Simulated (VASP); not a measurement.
Here is a VASP 6.6.1 calculation.

File INCAR:

```
SYSTEM = CaHg
ALGO = Normal
EDIFF = 1E-7
EDIFFG = -0.02
ENCUT = 550
GGA_COMPAT = .False.
IBRION = 2
ISIF = 3
ISMEAR = -1
LASPH = .True.
LCHARG = .False.
LREAL = .False.
LWAVE = .False.
NELM = 120
NELMIN = 4
NSW = 60
PREC = Accurate
SIGMA = 0.15
```

KPOINTS

```
k-points
0
Gamma
  5 5 5
  0 0 0
```

POSCAR

```
CaHg
1.0
    3.7546546800      0.0000000000      0.0000000000
    0.0000000000      3.7546546800      0.0000000000
    0.0000000000      0.0000000000      3.7546546800
Ca Hg
1 1
Direct
    0.0000000000      0.0000000000      0.0000000000
    0.5000000000      0.5000000000      0.5000000000
```

Potentials or basis: VASP PAW LDA potentials, release 64 (Ca_sv, Hg_sv_GW).

Launch:

```sh
$ cat potpaw_LDA.64/Ca_sv/POTCAR potpaw_LDA.64/Hg_sv_GW/POTCAR > POTCAR
$ mpirun -np 1 vasp_std > vasp.out
```

Predict the relaxed cell.

a = 3.658 Å, b = 3.658 Å, c = 3.658 Å, α = 90.00°, β = 90.00°, γ = 90.00°.

What does it give for the relaxed volume?

24.47 Å³/atom.

Step by step:
```tsv
step	energy change (eV)	largest force (eV/Å)	pressure (GPa)	volume (Å³)
1	0.0000	0.0000	-3.37	52.93
2	-0.0448	0.0000	0.18	48.78
3	-0.0449	0.0000	0.00	48.95
```
